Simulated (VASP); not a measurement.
# Pt (I4/mmm) in VASP: further runs

The runs below take Pt through single point, with PBEsol.

Program: VASP 6.6.1. These are calculated values, not measurements. Logs are shortened: lines on timing, memory, paths and dates and some standing lists are left out, and cuts for length are marked.

## 1. The cell of the first run

The structure is tetragonal, space group I4/mmm (No. 139). Conventional cell: a = 2.630 Å, b = 2.630 Å, c = 4.112 Å, α = 90.00°, β = 90.00°, γ = 90.00°. Within 3.5 Å of Pt (site symmetry 4/mmm) lie 12 Pt at 2.63 to 2.77 Å.

## 2. Single point, PBEsol (strain -0.050 along x and y, +0.050 along z)

Contents of INCAR:

```
PREC = Accurate
ENCUT = 520
EDIFF = 1E-6
ISMEAR = 0
SIGMA = 0.15
LREAL = False
LASPH = True
NELM = 60
ALGO = Normal
ISIF = 2
LWAVE = False
LCHARG = True
GGA = PS
LELF = True
LVHAR = True
NBANDS = 11
```

Contents of KPOINTS:

```
regular mesh
0
Gamma
  20 20 20
```

Contents of POSCAR:

```
Pt
1.0
    0.0000000000      1.8600050000      2.0557950000
    1.8600050000      0.0000000000      2.0557950000
    1.8600050000      1.8600050000      0.0000000000
Pt
1
Direct
    0.0000000000      0.0000000000      0.0000000000
```

Potentials or basis: VASP PAW PBE potentials, release 64 (Pt).

Command:

```
$ cat potpaw_PBE.64/Pt/POTCAR > POTCAR
$ mpirun -np 1 vasp_std > vasp.out
```

OUTCAR:

```text
PREC = Accurate
   ENCUT = 520
   EDIFF = 1E-6
   ISMEAR = 0
   LREAL = False
   LASPH = True
   NELM = 60
   ISIF = 2
   GGA = PS

 ion  position               nearest neighbor table
   1  0.000  0.000  0.000-

  LATTYP: Found a body centered tetragonal cell.
 ALAT       =     2.6304442971
 C/A-ratio  =     1.5630781479

  Lattice vectors:

 A1 = (  -1.8600050000,   0.0000000000,   2.0557950000)
 A2 = (   1.8600050000,   0.0000000000,   2.0557950000)
 A3 = (   0.0000000000,   1.8600050000,  -2.0557950000)

Analysis of symmetry for initial positions (statically):
=====================================================================
 Subroutine PRICEL returns:
 Original cell was already a primitive cell.

 Routine SETGRP: Setting up the symmetry group for a
 body centered tetragonal supercell.

 Subroutine GETGRP returns: Found 16 space group operations
 (whereof 16 operations were pure point group operations)
 out of a pool of 16 trial point group operations.

The static configuration has the point symmetry D_4h.

Analysis of symmetry for dynamics (positions and initial velocities):
=====================================================================
 Subroutine PRICEL returns:
 Original cell was already a primitive cell.

 Routine SETGRP: Setting up the symmetry group for a
 body centered tetragonal supercell.

 Subroutine GETGRP returns: Found 16 space group operations
 (whereof 16 operations were pure point group operations)
 out of a pool of 16 trial point group operations.

The dynamic configuration has the point symmetry D_4h.

 Subroutine INISYM returns: Found 16 space group operations
 (whereof 16 operations are pure point group operations),
 and found     1 'primitive' translations

----------------------------------------------------------------------------------------

                                     Primitive cell

  volume of cell :      14.2245

  direct lattice vectors                    reciprocal lattice vectors
     0.000000000  1.860005000  2.055795000    -0.268816482  0.268816482  0.243214912
     1.860005000  0.000000000  2.055795000     0.268816482 -0.268816482  0.243214912
     1.860005000  1.860005000  0.000000000     0.268816482  0.268816482 -0.243214912

  length of vectors
     2.772347684  2.772347684  2.630444297     0.451307096  0.451307096  0.451307096

  position of ions in fractional coordinates (direct lattice)
     0.000000000  0.000000000  0.000000000

  ion indices of the primitive-cell ions
   primitive index   ion index
                 1           1

----------------------------------------------------------------------------------------

 KPOINTS: regular mesh

Automatic generation of k-mesh.
 Grid dimensions read from file:
 generate k-points for:   20   20   20

 Generating k-lattice:

  Cartesian coordinates                     Fractional coordinates (reciprocal lattice)
    -0.013440824  0.013440824  0.012160746     0.050000000  0.000000000  0.000000000
     0.013440824 -0.013440824  0.012160746     0.000000000  0.050000000  0.000000000
     0.013440824  0.013440824 -0.012160746     0.000000000  0.000000000  0.050000000

  Length of vectors
     0.022565355  0.022565355  0.022565355

  Shift w.r.t. Gamma in fractional coordinates (k-lattice)
     0.000000000  0.000000000  0.000000000

 Subroutine IBZKPT returns following result:
 ===========================================

 Found    641 irreducible k-points:

 Following reciprocal coordinates:
            Coordinates               Weight
  0.000000  0.000000  0.000000      1.000000
  0.050000  0.000000  0.000000      8.000000
  0.100000  0.000000  0.000000      8.000000
  0.150000  0.000000  0.000000      8.000000
  0.200000  0.000000  0.000000      8.000000
  0.250000  0.000000  0.000000      8.000000
[... 16 lines left out ...]
 -0.400000  0.050000  0.000000      8.000000
 -0.350000  0.050000  0.000000      8.000000
 [... further k-points ...]
   k-points           NKPTS =    641   k-points in BZ     NKDIM =    641   number of bands    NBANDS=     11
   number of dos      NEDOS =    301   number of ions     NIONS =      1
   total plane-waves  NPLWV =  11520
   dimension x,y,z NGX =    24 NGY =   24 NGZ =   20
   dimension x,y,z NGXF=    48 NGYF=   48 NGZF=   40
   ions per type =               1
   NGX,Y,Z   is equivalent  to a cutoff of  14.39, 14.39, 12.64 a.u.
   NGXF,Y,Z  is equivalent  to a cutoff of  28.78, 28.78, 25.28 a.u.
 SYSTEM =  unknown system
   PREC   = accura    normal or accurate (medium, high low for compatibility)
   ISTART =      0    job   : 0-new  1-cont  2-samecut
   ICHARG =      2    charge: 1-file 2-atom 10-const
   ISPIN  =      1    spin polarized calculation?
   LNONCOLLINEAR =      F non collinear calculations
   LSORBIT =      F    spin-orbit coupling
   LASPH  =      T    aspherical Exc in radial PAW
   ENCUT  =  520.0 eV  38.22 Ry    6.18 a.u.   5.15  5.15  4.89*2*pi/ulx,y,z
   NELM   =     60;   NELMIN=  2; NELMDL= -5     # of ELM steps
   EDIFF  = 0.1E-05   stopping-criterion for ELM
   LREAL  =      F    real-space projection
   EDIFFG = 0.1E-04   stopping-criterion for IOM
   NSW    =      0    number of steps for IOM
   IBRION =     -1    ionic relax: 0-MD 1-quasi-New 2-CG
   NFREE  =      0    steps in history (QN), initial steepest desc. (CG)
   ISIF   =      2    stress and relaxation
   ISYM   =      2    0-nonsym 1-usesym 2-fastsym
   POTIM  = 0.5000    time-step for ionic-motion
   TEBEG  =    0.0;   TEEND  =   0.0 temperature during run
   PSTRESS=    0.0 pullay stress
   NELECT =      10.0000    total number of electrons
   NUPDOWN=      -1.0000    fix difference up-down
   EMIN   =  10.00;   EMAX   =-10.00  energy-range for DOS
   EFERMI =   0.00;   METHOD = LEGACY
   ISMEAR =     0;   SIGMA  =   0.15  broadening in eV -4-tet -1-fermi 0-gaus
   EFERMI_NEDOS =   21; number of points for ismear=-14 and -15
   IALGO  =     38    algorithm
   IMIX   =      4    mixing-type and parameters
     AMIX     =   0.40;   BMIX     =  1.00
     AMIX_MAG =   1.60;   BMIX_MAG =  1.00
  volume/ion in A,a.u.               =      14.22        95.99
  Fermi-wavevector in a.u.,A,eV,Ry     =   1.455667  2.750813 28.830304  2.118968
  Thomas-Fermi vector in A             =   2.572675
   LORBIT       =      0    0 simple, 1 ext, 2 COOP (PROOUT), +10 PAW based schemes
   GGA     = PS    functional components
   LHFCALC =     F    Hartree Fock is set to
   AEXX    =    0.0000 exact exchange contribution
   IVDW    =     0    specifies the selected vdW correction
   LEPSILON=     F    determine dielectric tensor
   LRPA    =     F    only Hartree local field effects (RPA)
 non-spin polarized calculation
 Gauss-broadening in eV      SIGMA  =   0.15
  energy-cutoff  :      520.00
  volume of cell :       14.22
 maximum number of plane-waves:       396
 NGX is ok and might be reduce to    24
   NGX = 11   NGY = 11   NGZ =  9

 number of electron      10.0000000 magnetization

 Free energy of the ion-electron system (eV)
  ---------------------------------------------------
  ext. energy  EPLUGINS =         0.00000000
  ---------------------------------------------------
  free energy    TOTEN  =        -6.88414251 eV

  energy without entropy =       -6.86621471  energy(sigma->0) =       -6.87517861

 E-fermi :  12.2232     XC(G=0): -13.9721

 val. band max:       12.2225625461   @ k =  -0.2500   0.2500   0.2000
 cond. band min:      12.2263138885   @ k =  -0.2500   0.4500   0.3000
 fundamental gap:      0.0037513425
 Fermi energy:        12.2231644951

 k-point     1 :       0.0000    0.0000    0.0000
  band No.  band energies     occupation
      1       1.2899      2.00000
      2       7.2332      2.00000
      3       8.5943      2.00000
      4       8.5943      2.00000
      5       9.6127      2.00000
      6      11.2277      2.00000
      7      26.8705      0.00000
      8      30.2330      0.00000
      9      32.9468      0.00000
     10      32.9468      0.00000
     11      37.7510      0.00000

 k-point     2 :       0.0500    0.0000    0.0000
  band No.  band energies     occupation
      1       1.3976      2.00000
      2       7.2622      2.00000
      3       8.5532      2.00000
      4       8.6374      2.00000
      5       9.6064      2.00000
      6      11.1837      2.00000
      7      27.0440      0.00000
      8      30.2548      0.00000
      9      32.4776      0.00000
     10      33.1264      0.00000
     11      38.4361      0.00000

 k-point     3 :       0.1000    0.0000    0.0000
  band No.  band energies     occupation
      1       1.7124      2.00000
      2       7.3324      2.00000
      3       8.4407      2.00000
      4       8.7578      2.00000
      5       9.6163      2.00000
      6      11.0669      2.00000
      7      27.5239      0.00000
      8      29.9419      0.00000
      9      31.9891      0.00000
     10      33.6500      0.00000
     11      39.3717      0.00000

 k-point     4 :       0.1500    0.0000    0.0000
  band No.  band energies     occupation
      1       2.2061      2.00000
      2       7.4053      2.00000
      3       8.2851      2.00000
      4       8.9245      2.00000
      5       9.7153      2.00000
      6      10.9237      2.00000
      7      28.1683      0.00000
      8      28.8621      0.00000
      9      32.4041      0.00000
     10      34.4696      0.00000
     11      37.9064      0.00000
[... 239 lines left out ...]
 k-point    22 :      -0.4500    0.0500    0.0000
  band No.  band energies     occupation
      1       4.3568      2.00000
      2       7.3836      2.00000
      3       8.7024      2.00000
      4      10.7691      2.00000
      5      11.9582      1.98750
      6      13.2218      0.00000
      7      18.8079      0.00000
      8      26.1289      0.00000
      9      30.8034      0.00000
     10      32.8338      0.00000
     11      39.5869      0.00000

 k-point    23 :      -0.4000    0.0500    0.0000
  band No.  band energies     occupation
      1       4.3642      2.00000
      2       7.4592      2.00000
      3       8.7581      2.00000
      4      10.0375      2.00000
      5      11.7039      2.00000
      6      12.8753      0.00000
      7      19.9958      0.00000
      8      26.4305      0.00000
      9      31.1791      0.00000
     10      33.5715      0.00000
     11      38.4249      0.00000

 k-point    24 :      -0.3500    0.0500    0.0000
  band No.  band energies     occupation
      1       4.3296      2.00000
      2       7.5653      2.00000
      3       8.8719      2.00000
      4       9.0894      2.00000
      5      11.3525      2.00000
      6      12.2912      0.52096
      7      21.6960      0.00000
      8      26.9887      0.00000
      9      32.0404      0.00000
     10      34.7014      0.00000
     11      36.9828      0.00000

 [... further k-points ...]

------------------------ aborting loop because EDIFF is reached ----------------------------------------

  FORCE on cell =-STRESS in cart. coord.  units (eV):
  Direction    XX          YY          ZZ          XY          YZ          ZX
  --------------------------------------------------------------------------------------
  -------------------------------------------------------------------------------------
  Total        2.2554101      2.2554101      0.7777050      0.0000000      0.0000000      0.0000000
  in kB      254.0376412    254.0376412     87.5966393      0.0000000      0.0000000      0.0000000
  external PRESSURE =     198.5573072 kB  Pullay stress =       0.0000000 kB

 VOLUME and BASIS-vectors are now :
 -----------------------------------------------------------------------------
  energy-cutoff  :      520.00
  volume of cell :       14.22
      direct lattice vectors                 reciprocal lattice vectors
     0.000000000  1.860005000  2.055795000    -0.268816482  0.268816482  0.243214912
     1.860005000  0.000000000  2.055795000     0.268816482 -0.268816482  0.243214912
     1.860005000  1.860005000  0.000000000     0.268816482  0.268816482 -0.243214912

 POSITION                                       TOTAL-FORCE (eV/Angst)
 -----------------------------------------------------------------------------------
      0.00000      0.00000      0.00000         0.000000     -0.000000      0.000000
 -----------------------------------------------------------------------------------
    total drift:                               -0.000000      0.000000     -0.000000

  FREE ENERGIE OF THE ION-ELECTRON SYSTEM (eV)
  ---------------------------------------------------
  free  energy   TOTEN  =        -6.8841425051 eV

  energy  without entropy=       -6.8662147067  energy(sigma->0) =       -6.87517861
```

Wall time 85 s (1 thread of Intel Xeon 8259CL, shared host); peak memory 0.22 GiB.

Results:

- Free energy: -6.8841 eV
- Pressure: 19.9 GPa
- Band gap on the k mesh: zero (bands 5 and 6 overlap by 2.97 eV)

Caveat: the cell differs from its parent crystal (strain -0.050 along x and y, +0.050 along z); the cell stands under pressure; the PAW data sets were made with another functional, which shifts forces and pressure a little; spin-orbit coupling is left out, which moves the levels of the heavy elements.

## 3. Single point, PBEsol (strain +0.000 along x and y, -0.050 along z)

Contents of INCAR:

```
ALGO     = Normal         # electronic algorithm
EDIFF    = 1E-7           # SCF threshold, eV
ENCUT    = 520            # plane-wave cutoff, eV
GGA      = PS             # functional
ISIF     = 2              # what is computed and relaxed
ISMEAR   = 0              # smearing method
LASPH    = T              # aspherical terms in the spheres
LCHARG   = T              # write CHGCAR
LELF     = T              # ELF
LREAL    = F              # projectors in reciprocal space
LVHAR    = T            
LWAVE    = F              # write WAVECAR
NBANDS   = 11             # bands
NELM     = 60             # most SCF steps
PREC     = Accurate       # precision mode
SIGMA    = 0.15           # smearing width, eV
```

Contents of KPOINTS:

```
k-points
0
Gamma
  20 20 20
```

Contents of POSCAR:

```
Pt
1.0
    0.0000000000      1.9579000000      1.8600050000
    1.9579000000      0.0000000000      1.8600050000
    1.9579000000      1.9579000000      0.0000000000
Pt
1
Direct
    0.0000000000      0.0000000000      0.0000000000
```

Potentials or basis: VASP PAW PBE potentials, release 64 (Pt).

Command:

```
$ cat potpaw_PBE.64/Pt/POTCAR > POTCAR
$ mpirun -np 1 vasp_std > vasp.out
```

Run time: 90 s. Hardware: 1 thread of Intel Xeon 8259CL, shared host; peak memory 0.22 GiB.

Results (log left out):

- Free energy: -6.9265 eV
- Pressure: 17.6 GPa
- Band gap on the k mesh: zero (bands 5 and 6 overlap by 2.68 eV)

Stress tensor (GPa, compression positive):
```
15.86  0.00  0.00
 0.00 15.86  0.00
 0.00  0.00 20.96
```

Levels at points of the mesh, in eV from the Fermi level:
| k point | band 2 | band 3 | band 4 | band 5 | band 6 | band 7 | band 8 | band 9 |
| --- | --- | --- | --- | --- | --- | --- | --- | --- |
| (0.00, 0.00, 0.00) | -4.36 | -4.36 | -3.73 | -2.17 | -1.42 | 14.49 | 19.23 | 19.23 |
| (0.50, 0.00, 0.00) | -4.56 | -3.90 | -0.77 | -0.11 | 0.23 | 6.28 | 13.97 | 18.86 |
| (0.50, 0.50, 0.00) | -7.27 | 0.02 | 0.58 | 0.58 | 2.33 | 10.41 | 10.89 | 10.89 |
| (0.50, 0.00, 0.50) | -7.23 | 0.01 | 0.28 | 0.79 | 1.26 | 9.02 | 11.62 | 12.08 |

Caveat: the cell differs from its parent crystal (strain +0.000 along x and y, -0.050 along z); the cell stands under pressure; the PAW data sets were made with another functional, which shifts forces and pressure a little; spin-orbit coupling is left out, which moves the levels of the heavy elements.
